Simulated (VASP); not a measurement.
SiPb (wurtzite type): single point with PBE

SiPb (wurtzite type):

```
Pb Si
1.0
     4.42882    0.00000    0.00000
    -2.21441    3.83547    0.00000
     0.00000    0.00000    7.27841
Pb Si
2 2
Direct
  0.33333 0.66667 0.00047
  0.66667 0.33333 0.50047
  0.33333 0.66667 0.37553
  0.66667 0.33333 0.87553
```

```yaml
Program: VASP 6.6.1
Task: single point
Functional: PBE
Potentials_or_basis: VASP PAW PBE potentials, release 64 (Pb_d, Si)
Cutoff: 520 eV
k_mesh: 10 × 10 × 6
Occupations: fermi-dirac, width 0.03 eV
Spin: no spin polarisation
Dipole_correction: no
Further_INCAR_settings: ALGO = Normal; EDIFF = 1e-06; NBANDS = 26
```

The pressure is 0.0 GPa and the band gap on the k mesh is zero (band 18 reaches 4.85 eV, above the bottom of band 19 at 4.59 eV).

Forces in eV/Å, atoms in the order of the input:
```
Pb   0.000  0.000 -0.003
Pb   0.000  0.000 -0.003
Si   0.000  0.000  0.003
Si   0.000  0.000  0.003
```

Levels at points of the mesh, in eV from the Fermi level:
| k point | band 14 | band 15 | band 16 | band 17 | band 18 | band 19 | band 20 | band 21 | band 22 | band 23 |
| --- | --- | --- | --- | --- | --- | --- | --- | --- | --- | --- |
| (0.00, 0.00, 0.00) | -1.50 | -1.15 | -1.15 | -0.54 | -0.01 | 0.14 | 0.14 | 2.14 | 2.14 | 2.46 |
| (0.50, 0.00, 0.00) | -6.13 | -3.62 | -2.45 | -2.11 | -1.13 | 0.58 | 0.98 | 3.14 | 3.39 | 3.99 |
| (0.00, 0.00, 0.50) | -4.47 | -0.63 | -0.63 | -0.63 | -0.63 | 0.08 | 0.08 | 3.02 | 3.02 | 3.02 |
| (0.50, 0.00, 0.50) | -6.95 | -2.04 | -2.04 | -1.90 | -1.90 | 0.35 | 0.35 | 2.07 | 2.07 | 5.16 |

It took 3.8 min on 1 thread of Intel Xeon 8259CL, on a shared host, peak memory 0.33 GiB.

Caveat: spin-orbit coupling is left out, which moves the levels of the heavy elements.
